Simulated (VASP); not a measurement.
RuS3: single point with r2SCAN

RuS3:

```
CELL_PARAMETERS angstrom
3.91271 0.00000 0.00000
0.00000 3.91271 0.00000
0.00000 0.00000 3.91271
ATOMIC_POSITIONS crystal
Ru 0.00000 0.00000 0.00000
S 0.00000 0.50000 0.50000
S 0.50000 0.00000 0.50000
S 0.50000 0.50000 0.00000
```

```yaml
Program: VASP 6.6.1
Task: single point
Functional: r2SCAN
Potentials_or_basis: VASP PAW PBE potentials, release 64 (Ru_pv, S)
Cutoff: 520 eV
k_mesh: 4 × 4 × 4
Occupations: gaussian, width 0.1 eV
Spin: collinear spin, ferromagnetic start
Starting_moments: "[2.27, 0.0, 0.0, 0.0] μB"
Dipole_correction: no
Further_INCAR_settings: ALGO = Normal; EDIFF = 1e-06; NBANDS = 28
```

* Pressure: 0.3 GPa
* Net moment: 0.53 μB per cell
* Site moments: Ru +0.51; S -0.00 μB
* Valence electrons inside the program's atomic spheres: Ru 12.36; S 3.54

Levels at points of the mesh, in eV from the Fermi level:
Spin up:
```tsv
k point	band 12	band 13	band 14	band 15	band 16	band 17	band 18	band 19	band 20	band 21
(0.00, 0.00, 0.00)	-2.13	-1.69	-1.69	-1.65	-1.65	-1.65	0.91	1.23	1.23	1.23
(0.50, 0.00, 0.00)	-3.69	-2.52	-1.99	-1.12	-1.12	-1.08	1.64	1.94	1.94	5.59
(0.50, 0.50, 0.00)	-3.16	-3.16	-1.69	-1.16	-1.02	1.30	1.30	1.48	2.59	5.53
(0.50, 0.50, 0.50)	-1.16	-0.98	-0.98	-0.98	0.16	1.55	1.55	1.55	1.73	1.73
```
Spin down:
| k point | band 13 | band 14 | band 15 | band 16 | band 17 | band 18 | band 19 | band 20 |
| --- | --- | --- | --- | --- | --- | --- | --- | --- |
| (0.00, 0.00, 0.00) | -1.53 | -1.53 | -1.53 | -1.53 | -1.53 | 1.02 | 1.26 | 1.26 |
| (0.50, 0.00, 0.00) | -2.49 | -1.36 | -0.88 | -0.82 | -0.82 | 1.76 | 2.26 | 2.26 |
| (0.50, 0.50, 0.00) | -3.18 | -1.55 | -0.98 | -0.35 | 1.54 | 1.80 | 1.80 | 2.61 |
| (0.50, 0.50, 0.50) | -0.31 | -0.31 | -0.31 | 0.29 | 1.51 | 1.51 | 1.51 | 1.79 |

Run time: 56 s on 1 thread of Intel(R) Xeon(R) 6975P-C (Granite Rapids) (shared host), peak memory 0.2 GiB.

Caveat: the k points lie up to 0.40 Å⁻¹ apart; an empty level that is flat over the whole mesh can mark a ghost state of the potentials, or a narrow d or f band; the PAW data sets were made with another functional, which shifts forces and pressure a little.
